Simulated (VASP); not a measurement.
# Zr2Cl (Fd-3m) in VASP: a series of runs

Zr2Cl is run at these levels: PBE; tasks: single point.

Program: VASP 6.6.1. These are calculated values, not measurements. Logs are shortened: lines on timing, memory, paths and dates and some standing lists are left out, and cuts for length are marked.

## (1) The cell of the first run

It takes space group Fd-3m (No. 227, cubic). The conventional cell has a = 8.333 Å, b = 8.333 Å, c = 8.333 Å, α = 90.00°, β = 90.00°, γ = 90.00°. Zr (site symmetry -3m) has 2 Cl at 1.80 Å within 2.4 Å. Cl (site symmetry -43m) has 4 Zr at 1.80 Å within 2.4 Å.

The cell was built from a structure type or drawn by symmetry, and may not be a known phase.

## (2) Single point, PBE

INCAR reads:

```
SYSTEM = Zr2Cl
ALGO = Normal
EDIFF = 1E-6
ENCUT = 520
GGA = PE
ISIF = 2
ISMEAR = 0
LASPH = .TRUE.
LCHARG = .FALSE.
LREAL = .FALSE.
LWAVE = .FALSE.
NBANDS = 40
NELM = 100
PREC = Accurate
SIGMA = 0.1
```

KPOINTS reads:

```
k-points
0
G
  4 4 4
  0 0 0
```

POSCAR reads:

```
Zr2Cl
1.0
    0.0000000000      4.1662979900      4.1662979900
    4.1662979900      0.0000000000      4.1662979900
    4.1662979900      4.1662979900      0.0000000000
Zr Cl
4 2
Direct
    0.1250000000      0.1250000000      0.1250000000
    0.1250000000      0.1250000000      0.6250000000
    0.1250000000      0.6250000000      0.1250000000
    0.6250000000      0.1250000000      0.1250000000
    0.0000000000      0.0000000000      0.0000000000
    0.2500000000      0.2500000000      0.2500000000
```

Potentials or basis: VASP PAW PBE potentials, release 64 (Zr_sv, Cl).

Run with:

```console
cat potpaw_PBE.64/Zr_sv/POTCAR potpaw_PBE.64/Cl/POTCAR > POTCAR
mpirun -np 1 vasp_std > vasp.out
```

OUTCAR:

```text
SYSTEM = Zr2Cl
   EDIFF = 1E-6
   ENCUT = 520
   GGA = PE
   ISIF = 2
   ISMEAR = 0
   LASPH = .TRUE.
   LREAL = .FALSE.
   NELM = 100
   PREC = Accurate

 ion  position               nearest neighbor table
   1  0.125  0.125  0.125-   5 1.80   6 1.80   4 2.95   2 2.95   3 2.95   2 2.95   3 2.95   4 2.95

   2  0.125  0.125  0.625-   5 1.80   6 1.80   1 2.95   1 2.95   3 2.95   4 2.95   3 2.95   4 2.95

   3  0.125  0.625  0.125-   5 1.80   6 1.80   1 2.95   2 2.95   1 2.95   2 2.95   4 2.95   4 2.95

   4  0.625  0.125  0.125-   5 1.80   6 1.80   1 2.95   2 2.95   3 2.95   1 2.95   2 2.95   3 2.95

   5  0.000  0.000  0.000-   1 1.80   2 1.80   3 1.80   4 1.80
   6  0.250  0.250  0.250-   1 1.80   2 1.80   3 1.80   4 1.80

  LATTYP: Found a face centered cubic cell.
 ALAT       =     8.3325959800

  Lattice vectors:

 A1 = (   0.0000000000,   4.1662979900,   4.1662979900)
 A2 = (   4.1662979900,   0.0000000000,   4.1662979900)
 A3 = (   4.1662979900,   4.1662979900,   0.0000000000)

Analysis of symmetry for initial positions (statically):
=====================================================================
 Subroutine PRICEL returns:
 Original cell was already a primitive cell.

 Routine SETGRP: Setting up the symmetry group for a
 face centered cubic supercell.

 Subroutine GETGRP returns: Found 48 space group operations
 (whereof 24 operations were pure point group operations)
 out of a pool of 48 trial point group operations.

The static configuration has the point symmetry T_d .
 The point group associated with its full space group is O_h .

Analysis of symmetry for dynamics (positions and initial velocities):
=====================================================================
 Subroutine PRICEL returns:
 Original cell was already a primitive cell.

 Routine SETGRP: Setting up the symmetry group for a
 face centered cubic supercell.

 Subroutine GETGRP returns: Found 48 space group operations
 (whereof 24 operations were pure point group operations)
 out of a pool of 48 trial point group operations.

The dynamic configuration has the point symmetry T_d .
 The point group associated with its full space group is O_h .

 Subroutine INISYM returns: Found 48 space group operations
 (whereof 24 operations are pure point group operations),
 and found     1 'primitive' translations

----------------------------------------------------------------------------------------

                                     Primitive cell

  volume of cell :     144.6375

  direct lattice vectors                    reciprocal lattice vectors
     0.000000000  4.166297990  4.166297990    -0.120010619  0.120010619  0.120010619
     4.166297990  0.000000000  4.166297990     0.120010619 -0.120010619  0.120010619
     4.166297990  4.166297990  0.000000000     0.120010619  0.120010619 -0.120010619

  length of vectors
     5.892035122  5.892035122  5.892035122     0.207864489  0.207864489  0.207864489

  position of ions in fractional coordinates (direct lattice)
     0.125000000  0.125000000  0.125000000
     0.125000000  0.125000000  0.625000000
     0.125000000  0.625000000  0.125000000
     0.625000000  0.125000000  0.125000000
     0.000000000  0.000000000  0.000000000
     0.250000000  0.250000000  0.250000000

  ion indices of the primitive-cell ions
   primitive index   ion index
                 1           1
                 2           2
                 3           3
                 4           4
                 5           5
                 6           6

----------------------------------------------------------------------------------------

 KPOINTS: k-points

Automatic generation of k-mesh.
 Grid dimensions read from file:
 generate k-points for:    4    4    4

 Generating k-lattice:

  Cartesian coordinates                     Fractional coordinates (reciprocal lattice)
    -0.030002655  0.030002655  0.030002655     0.250000000  0.000000000  0.000000000
     0.030002655 -0.030002655  0.030002655     0.000000000  0.250000000  0.000000000
     0.030002655  0.030002655 -0.030002655     0.000000000  0.000000000  0.250000000

  Length of vectors
     0.051966122  0.051966122  0.051966122

  Shift w.r.t. Gamma in fractional coordinates (k-lattice)
     0.000000000  0.000000000  0.000000000

 Subroutine IBZKPT returns following result:
 ===========================================

 Found      8 irreducible k-points:

 Following reciprocal coordinates:
            Coordinates               Weight
  0.000000  0.000000  0.000000      1.000000
  0.250000  0.000000  0.000000      8.000000
  0.500000  0.000000  0.000000      4.000000
  0.250000  0.250000  0.000000      6.000000
  0.500000  0.250000  0.000000     24.000000
 -0.250000  0.250000  0.000000     12.000000
  0.500000  0.500000  0.000000      3.000000
 -0.250000  0.500000  0.250000      6.000000
   k-points           NKPTS =      8   k-points in BZ     NKDIM =      8   number of bands    NBANDS=     40
   number of dos      NEDOS =    301   number of ions     NIONS =      6
   total plane-waves  NPLWV = 110592
   dimension x,y,z NGX =    48 NGY =   48 NGZ =   48
   dimension x,y,z NGXF=    96 NGYF=   96 NGZF=   96
   ions per type =               4   2
   NGX,Y,Z   is equivalent  to a cutoff of  13.54, 13.54, 13.54 a.u.
   NGXF,Y,Z  is equivalent  to a cutoff of  27.09, 27.09, 27.09 a.u.
 SYSTEM =  Zr2Cl
   PREC   = accura    normal or accurate (medium, high low for compatibility)
   ISTART =      0    job   : 0-new  1-cont  2-samecut
   ICHARG =      2    charge: 1-file 2-atom 10-const
   ISPIN  =      1    spin polarized calculation?
   LNONCOLLINEAR =      F non collinear calculations
   LSORBIT =      F    spin-orbit coupling
   LASPH  =      T    aspherical Exc in radial PAW
   ENCUT  =  520.0 eV  38.22 Ry    6.18 a.u.  10.96 10.96 10.96*2*pi/ulx,y,z
   NELM   =    100;   NELMIN=  2; NELMDL= -5     # of ELM steps
   EDIFF  = 0.1E-05   stopping-criterion for ELM
   LREAL  =      F    real-space projection
   EDIFFG = 0.1E-04   stopping-criterion for IOM
   NSW    =      0    number of steps for IOM
   IBRION =     -1    ionic relax: 0-MD 1-quasi-New 2-CG
   NFREE  =      0    steps in history (QN), initial steepest desc. (CG)
   ISIF   =      2    stress and relaxation
   ISYM   =      2    0-nonsym 1-usesym 2-fastsym
   POTIM  = 0.5000    time-step for ionic-motion
   TEBEG  =    0.0;   TEEND  =   0.0 temperature during run
   PSTRESS=    0.0 pullay stress
   NELECT =      62.0000    total number of electrons
   NUPDOWN=      -1.0000    fix difference up-down
   EMIN   =  10.00;   EMAX   =-10.00  energy-range for DOS
   EFERMI =   0.00;   METHOD = LEGACY
   ISMEAR =     0;   SIGMA  =   0.10  broadening in eV -4-tet -1-fermi 0-gaus
   EFERMI_NEDOS =   21; number of points for ismear=-14 and -15
   IALGO  =     38    algorithm
   IMIX   =      4    mixing-type and parameters
     AMIX     =   0.40;   BMIX     =  1.00
     AMIX_MAG =   1.60;   BMIX_MAG =  1.00
  volume/ion in A,a.u.               =      24.11       162.68
  Fermi-wavevector in a.u.,A,eV,Ry     =   1.234369  2.332620 20.730751  1.523667
  Thomas-Fermi vector in A             =   2.369062
   LORBIT       =      0    0 simple, 1 ext, 2 COOP (PROOUT), +10 PAW based schemes
   GGA     = PE    functional components
   LHFCALC =     F    Hartree Fock is set to
   AEXX    =    0.0000 exact exchange contribution
   IVDW    =     0    specifies the selected vdW correction
   LEPSILON=     F    determine dielectric tensor
   LRPA    =     F    only Hartree local field effects (RPA)
 non-spin polarized calculation
 Gauss-broadening in eV      SIGMA  =   0.10
  energy-cutoff  :      520.00
  volume of cell :      144.64
 maximum number of plane-waves:      3897
 NGX is ok and might be reduce to    48
   NGX = 21   NGY = 21   NGZ = 21

 number of electron      62.0000005 magnetization

 Free energy of the ion-electron system (eV)
  ---------------------------------------------------
  ext. energy  EPLUGINS =         0.00000000
  ---------------------------------------------------
  free energy    TOTEN  =         6.92451153 eV

  energy without entropy =        6.97389255  energy(sigma->0) =        6.94920204

 E-fermi :   5.8913     XC(G=0):  -9.3535

 val. band max:        5.8546585220   @ k =   0.2500   0.0000   0.0000
 cond. band min:       5.9048496774   @ k =  -0.2500   0.2500   0.0000
 fundamental gap:      0.0501911554
 Fermi energy:         5.8913101137

 k-point     1 :       0.0000    0.0000    0.0000
  band No.  band energies     occupation
      1     -42.6703      2.00000
      2     -42.1535      2.00000
      3     -42.1535      2.00000
      4     -42.1535      2.00000
      5     -26.7097      2.00000
      6     -22.9593      2.00000
[... 32 lines left out ...]
     39      10.7179      0.00000
     40      10.7179      0.00000

 k-point     2 :       0.2500    0.0000    0.0000
  band No.  band energies     occupation
      1     -42.6197      2.00000
      2     -42.2117      2.00000
      3     -42.1537      2.00000
      4     -42.1537      2.00000
      5     -26.4069      2.00000
      6     -23.4699      2.00000
[... 32 lines left out ...]
     39       9.6773      0.00000
     40       9.6773      0.00000

 k-point     3 :       0.5000    0.0000    0.0000
  band No.  band energies     occupation
      1     -42.5482      2.00000
      2     -42.2908      2.00000
      3     -42.1538      2.00000
      4     -42.1538      2.00000
      5     -25.9702      2.00000
      6     -24.1091      2.00000
[... 32 lines left out ...]
     39       9.4618      0.00000
     40       9.5372      0.00000

 k-point     4 :       0.2500    0.2500    0.0000
  band No.  band energies     occupation
      1     -42.5994      2.00000
      2     -42.2344      2.00000
      3     -42.1538      2.00000
      4     -42.1538      2.00000
      5     -26.2817      2.00000
      6     -23.6922      2.00000
[... 32 lines left out ...]
     39       9.5193      0.00000
     40       9.5247      0.00000

 k-point     5 :       0.5000    0.2500    0.0000
  band No.  band energies     occupation
      1     -42.5117      2.00000
      2     -42.3295      2.00000
      3     -42.1540      2.00000
      4     -42.1539      2.00000
      5     -25.7322      2.00000
      6     -24.4462      2.00000
[... 32 lines left out ...]
     39       9.1901      0.00000
     40       9.4424      0.00000

 k-point     6 :      -0.2500    0.2500    0.0000
  band No.  band energies     occupation
      1     -42.5483      2.00000
      2     -42.2905      2.00000
      3     -42.1540      2.00000
      4     -42.1538      2.00000
      5     -25.9657      2.00000
      6     -24.1381      2.00000
[... 32 lines left out ...]
     39       9.2712      0.00000
     40       9.4980      0.00000

 k-point     7 :       0.5000    0.5000    0.0000
  band No.  band energies     occupation
      1     -42.4218      2.00000
      2     -42.4218      2.00000
      3     -42.1540      2.00000
      4     -42.1540      2.00000
      5     -25.1271      2.00000
      6     -25.1271      2.00000
[... 32 lines left out ...]
     39       9.3843      0.00000
     40       9.3843      0.00000

 k-point     8 :      -0.2500    0.5000    0.2500
  band No.  band energies     occupation
      1     -42.4218      2.00000
      2     -42.4218      2.00000
      3     -42.1540      2.00000
      4     -42.1540      2.00000
      5     -25.1266      2.00000
      6     -25.1266      2.00000
[... 32 lines left out ...]
     39       9.1437      0.00000
     40       9.1437      0.00000

------------------------ aborting loop because EDIFF is reached ----------------------------------------

  FORCE on cell =-STRESS in cart. coord.  units (eV):
  Direction    XX          YY          ZZ          XY          YZ          ZX
  --------------------------------------------------------------------------------------
  -------------------------------------------------------------------------------------
  Total      107.6206278    107.6206278    107.6206278      0.0000000     -0.0000000      0.0000000
  in kB     1192.1341262   1192.1341262   1192.1341262      0.0000000     -0.0000000      0.0000000
  external PRESSURE =    1192.1341262 kB  Pullay stress =       0.0000000 kB

 VOLUME and BASIS-vectors are now :
 -----------------------------------------------------------------------------
  energy-cutoff  :      520.00
  volume of cell :      144.64
      direct lattice vectors                 reciprocal lattice vectors
     0.000000000  4.166297990  4.166297990    -0.120010619  0.120010619  0.120010619
     4.166297990  0.000000000  4.166297990     0.120010619 -0.120010619  0.120010619
     4.166297990  4.166297990  0.000000000     0.120010619  0.120010619 -0.120010619

 POSITION                                       TOTAL-FORCE (eV/Angst)
 -----------------------------------------------------------------------------------
      1.04157      1.04157      1.04157         0.000000     -0.000000      0.000000
      3.12472      3.12472      1.04157         0.000000     -0.000000      0.000000
      3.12472      1.04157      3.12472         0.000000     -0.000000      0.000000
      1.04157      3.12472      3.12472         0.000000     -0.000000      0.000000
      0.00000      0.00000      0.00000         0.000000      0.000000     -0.000000
      2.08315      2.08315      2.08315        -0.000000      0.000000      0.000000
 -----------------------------------------------------------------------------------
    total drift:                                0.000000      0.000000      0.000000

  FREE ENERGIE OF THE ION-ELECTRON SYSTEM (eV)
  ---------------------------------------------------
  free  energy   TOTEN  =         6.9245115334 eV

  energy  without entropy=        6.9738925533  energy(sigma->0) =        6.94920204
```

It took 96 s on 1 thread of Intel Xeon Platinum 8488C (Sapphire Rapids), shared host; peak memory 0.32 GiB.

What came out:

```yaml
Free_energy: 6.9245 eV
Pressure: 119.2 GPa
Band_gap_on_the_k_mesh: zero (bands 31 and 32 overlap by 0.56 eV)
```

Caveat: the cell stands under pressure.

## (3) Single point, PBE

This run uses another cell than the first one, of 54.15 Å³/atom.

INCAR reads:

```
PREC = Accurate ; ENCUT = 520
EDIFF = 1E-7 ; ISMEAR = 0
SIGMA = 0.1 ; LREAL = F
LASPH = T ; NELM = 80
ALGO = Normal ; ISIF = 2
LWAVE = F ; LCHARG = F
GGA = PE ; NBANDS = 40
```

KPOINTS reads:

```
Automatic mesh
0
Gamma
  4 4 4
```

POSCAR, as its differences from that of step 2:

```diff
@@ -2,5 +2,5 @@
 1.0
-    0.0000000000      4.1662979900      4.1662979900
-    4.1662979900      0.0000000000      4.1662979900
-    4.1662979900      4.1662979900      0.0000000000
+    0.0000000000      5.4563567201      5.4563567201
+    5.4563567201      0.0000000000      5.4563567201
+    5.4563567201      5.4563567201      0.0000000000
 Zr Cl
```

Potentials or basis: VASP PAW PBE potentials, release 64 (Zr_sv, Cl).

Run with:

```console
cat potpaw_PBE.64/Zr_sv/POTCAR potpaw_PBE.64/Cl/POTCAR > POTCAR
mpirun -np 1 vasp_std > vasp.out
```

It took 3 min on 1 thread of Intel Xeon Platinum 8488C (Sapphire Rapids), shared host; peak memory 0.53 GiB.

It converged, with:

- Free energy: -28.1607 eV
- Pressure: 0.1 GPa
- Band gap on the k mesh: zero (bands 31 and 32 overlap by 0.15 eV)

Levels at points of the mesh, in eV from the Fermi level:
```tsv
k point	band 28	band 29	band 30	band 31	band 32	band 33	band 34	band 35
(0.00, 0.00, 0.00)	-0.42	-0.42	-0.42	-0.12	-0.12	-0.12	1.32	1.32
(0.50, 0.00, 0.00)	-0.59	-0.16	-0.16	0.00	0.34	0.34	0.45	0.45
(0.50, 0.50, 0.00)	-0.27	-0.19	-0.19	-0.12	-0.12	0.39	0.39	0.41
```
